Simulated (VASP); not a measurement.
A run of VASP 6.6.1:

Contents of INCAR:

```
SYSTEM = Ta
ALGO     = Normal         ! electronic algorithm
EDIFF    = 1E-8           ! SCF threshold, eV
ENCUT    = 520            ! plane-wave cutoff, eV
IBRION   = 8              ! ionic algorithm
ISIF     = 2              ! what is computed and relaxed
ISMEAR   = -1             ! smearing method
LASPH    = .True.         ! aspherical terms in the spheres
LCHARG   = .False.        ! write CHGCAR
LREAL    = .False.        ! projectors in reciprocal space
LWAVE    = .False.        ! write WAVECAR
NBANDS   = 12             ! bands
NELM     = 80             ! most SCF steps
NSW      = 1              ! ionic steps
PREC     = Accurate       ! precision mode
SIGMA    = 0.15           ! smearing width, eV
```

File KPOINTS:

```
k-points
0
Gamma
  20 20 20
  0 0 0
```

Contents of POSCAR:

```
Ta
1.0
   -1.6385877298      1.6385877298      1.6385877298
    1.6385877298     -1.6385877298      1.6385877298
    1.6385877298      1.6385877298     -1.6385877298
Ta
1
Direct
    0.0000000000      0.0000000000      0.0000000000
```

Potentials or basis: VASP PAW LDA potentials, release 64 (Ta_pv).

Command:

```console
$ cat potpaw_LDA.64/Ta_pv/POTCAR > POTCAR
$ mpirun -np 1 vasp_std > vasp.out
```

Hardware: 1 thread of Intel Xeon 6975P-C, on a shared host.

Q: How long does it take, and how much memory?

A: It took 3 min on 1 thread of Intel Xeon 6975P-C, with other jobs on the host, peak memory 0.38 GiB. Counts: scf iterations 26, k points 256.
